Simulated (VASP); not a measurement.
A run of VASP 6.6.1 is set up as follows.

Contents of INCAR:

```
SYSTEM = Ir
ALGO = Normal
EDIFF = 1E-8
ENCUT = 520
GGA = PE
ISIF = 2
ISMEAR = -1
LASPH = .True.
LCHARG = .False.
LEFG = .True.
LREAL = .False.
LWAVE = .False.
NBANDS = 10
NELM = 80
PREC = Accurate
SIGMA = 0.05
```

Contents of KPOINTS:

```
k-points
0
Gamma
  15 15 15
  0 0 0
```

File POSCAR:

```
Ir
1.0
    0.0000000000      1.9197000000      1.9388970000
    1.9197000000      0.0000000000      1.9388970000
    1.9197000000      1.9197000000      0.0000000000
Ir
1
Direct
    0.0000000000      0.0000000000      0.0000000000
```

Potentials or basis: VASP PAW PBE potentials, release 64 (Ir).

The run is started by

```sh
$ cat potpaw_PBE.64/Ir/POTCAR > POTCAR
$ mpirun -np 1 vasp_std > vasp.out
```

Question: Estimate the pressure.

Answer: 5.7 GPa.

Stress tensor (GPa, compression positive):
```
6.96 0.00 0.00
0.00 6.96 0.00
0.00 0.00 3.13
```

Caveat: the cell differs from its parent crystal (zz strain of +1 %); without QUAD_EFG the Cq values of the log hold for a quadrupole moment of 1 mb, not for the nuclei.
